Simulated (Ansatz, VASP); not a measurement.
**NiO2 in VASP and in Ansatz**

The input INCAR:

```
SYSTEM = NiO2
ALGO = Normal
EDIFF = 1E-7
EDIFFG = -0.005
ENCUT = 600
GGA = CA
GGA_COMPAT = .FALSE.
IBRION = 2
ISIF = 3
ISMEAR = 0
LASPH = .TRUE.
LCHARG = .FALSE.
LREAL = .FALSE.
LWAVE = .FALSE.
NELM = 120
NELMIN = 4
NSW = 70
PREC = Accurate
SIGMA = 0.02
```

Contents of KPOINTS:

```
k-points
0
G
  12 12 6
  0 0 0
```

The input POSCAR:

```
NiO2
1.0
    2.8138742860      0.0000000000      0.0000000000
   -1.4069371430      2.4368866148      0.0000000000
    0.0000000000      0.0000000000      4.4320207690
Ni O
1 2
Direct
    0.0000000000      0.0000000000      0.5000000000
    0.6666666667      0.3333333333      0.7124635357
    0.3333333333      0.6666666667      0.2875364643
```

Input for Ansatz:

```yaml
crystal:
  lattice:
    - [2.813874286, 0.0, 0.0]
    - [-1.406937143, 2.4368866148, 0.0]
    - [0.0, 0.0, 4.432020769]
  atoms:
    - { symbol: Ni, position: [0.0, 0.0, 0.5] }
    - { symbol: O, position: [0.6666666667, 0.3333333333, 0.7124635357] }
    - { symbol: O, position: [0.3333333333, 0.6666666667, 0.2875364643] }
basis:
  ecutwfc: 420
kpoints:
  mp_grid: { grid: [12, 12, 6] }
hamiltonian:
  xc: lda
scf:
  occupations: { method: gaussian, width: 0.02 }
output:
  forces: true
  stress: true
  eigenvalues: true
relax:
  adjacent_minimum: "off"
  f_tol: 0.005
  max_steps: 50
  cell: { stress_tol: 0.05 }
```

Alike in both runs: task relaxation of cell and atoms; functional LDA; k mesh 12 × 12 × 6; occupations gaussian, width 0.02 eV; no spin polarisation.

|  | VASP | Ansatz |
| --- | --- | --- |
| version | VASP 6.6.1 | Ansatz 0.2.0 |
| potentials or method | VASP PAW LDA potentials, release 64 (Ni_sv_GW, O), cutoff 600 eV | scalar-relativistic, plane waves, PAW |
| valence electrons in the cell | 30 | 30 |

|  | VASP | Ansatz | Ansatz less VASP |
| --- | --- | --- | --- |
| gap on the k mesh at the Fermi level, each at its own relaxed structure (eV) | 0.69 | 0.77 | +0.086 |
| relaxed volume (Å³/atom) | 9.05 | 9.27 | +0.224 |
| relaxed cell length with the largest relative difference (Å) | 4.095 | 4.206 | +0.1114 |

LDA's correlation is that of Perdew and Zunger in VASP and of Perdew and Wang (1992) in Ansatz.
